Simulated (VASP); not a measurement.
A run of VASP 6.6.1 is set up as follows.

INCAR

```
SYSTEM = TiC
  PREC = Accurate
  ENCUT = 600
  EDIFF = 1E-6
  ISMEAR = -1
  SIGMA = 0.05
  LREAL = .False.
  LASPH = .True.
  NELM = 100
  ALGO = Normal
  ISIF = 3
  LWAVE = .False.
  LCHARG = .False.
  GGA = PE
  IBRION = 2
  NSW = 60
  EDIFFG = -0.005
  PSTRESS = 1000.0
```

The input KPOINTS:

```
regular mesh
0
Gamma
  17 17 15
  0 0 0
```

Contents of POSCAR:

```
TiC
1.0
    2.6537001809      0.0000000000      0.0000000000
   -1.3268500904      2.2981717707      0.0000000000
    0.0000000000      0.0000000000      2.6006261773
Ti C
1 1
Direct
    0.0000000000      0.0000000000      0.0000000000
    0.3333333333      0.6666666667      0.5000000000
```

Potentials or basis: VASP PAW PBE potentials, release 64 (Ti_sv, C).

Run with:

```sh
$ cat potpaw_PBE.64/Ti_sv/POTCAR potpaw_PBE.64/C/POTCAR > POTCAR
$ mpirun -np 1 vasp_std > vasp.out
```

Problem. Estimate the band gap on the k mesh.

Solution. Zero (bands 8 and 9 overlap by 0.23 eV).

Problem. What does it give for the relaxed volume?

Solution. 8.18 Å³/atom.

The path:
| step | energy change (eV) | largest force (eV/Å) | pressure (GPa) | volume (Å³) |
| --- | --- | --- | --- | --- |
| 1 | 0.0000 | 0.0000 | 114.61 | 15.86 |
| 2 | -0.9809 | 0.0000 | 64.77 | 17.57 |
| 3 | -0.4141 | 0.0000 | 94.74 | 16.46 |
| 4 | -0.3563 | 0.0000 | 101.40 | 16.35 |
| 5 | -0.3864 | 0.0000 | 99.04 | 16.39 |
| 6 | -0.3873 | 0.0000 | 98.95 | 16.39 |
| 7 | -0.3262 | 0.0000 | 102.09 | 16.30 |
| 8 | -0.3681 | 0.0000 | 99.94 | 16.36 |
| 9 | -0.3685 | 0.0000 | 99.89 | 16.36 |
| 10 | -0.3669 | 0.0000 | 100.02 | 16.36 |

Caveat: the cell is relaxed towards a set pressure, so the run minimises the enthalpy, not the energy.
